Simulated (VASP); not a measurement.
Here is a VASP 6.6.1 calculation.

INCAR

```
SYSTEM = Sr2Si4Bi
ALGO = Fast
EDIFF = 1E-6
ENCUT = 520
GGA = PE
ISIF = 2
ISMEAR = 0
LASPH = .TRUE.
LCHARG = .TRUE.
LELF = .TRUE.
LREAL = .FALSE.
LVHAR = .TRUE.
LWAVE = .FALSE.
NBANDS = 34
NELM = 80
PREC = Accurate
SIGMA = 0.1
```

Contents of KPOINTS:

```
k-points
0
G
  4 4 4
  0 0 0
```

File POSCAR:

```
Sr2Si4Bi
1.0
    5.4230633893      0.0000000000      0.0000000000
    0.0000000000      5.4230633893      0.0000000000
    0.0000000000      0.0000000000      6.5002352915
Sr Si Bi
2 4 1
Direct
    0.0000000000      0.0000000000      0.0000000000
    0.5000000000      0.5000000000      0.0000000000
    0.0000000000      0.5000000000      0.3171028157
    0.5000000000      0.0000000000      0.3171028157
    0.0000000000      0.5000000000      0.6828971843
    0.5000000000      0.0000000000      0.6828971843
    0.0000000000      0.0000000000      0.5000000000
```

Potentials or basis: VASP PAW PBE potentials, release 64 (Sr_sv, Si, Bi_d).

Run with:

```console
$ cat potpaw_PBE.64/Sr_sv/POTCAR potpaw_PBE.64/Si/POTCAR potpaw_PBE.64/Bi_d/POTCAR > POTCAR
$ mpirun -np 1 vasp_std > vasp.out
```

Predict the pressure.

0.0 GPa.

Predict the band gap on the k mesh.

zero (an odd number of electrons rules out a gap without spin polarisation).

Estimate the largest force.

0.008 eV/Å.

Forces in eV/Å, atoms in the order of the input:
```
Sr   0.000  0.000  0.000
Sr   0.000  0.000  0.000
Si   0.000  0.000  0.008
Si   0.000  0.000  0.008
Si   0.000  0.000 -0.008
Si   0.000  0.000 -0.008
Bi   0.000  0.000  0.000
```

Caveat: spin-orbit coupling is left out, which moves the levels of the heavy elements; an odd number of electrons without spin polarisation forces a metal; a magnetic or distorted state may lie lower.
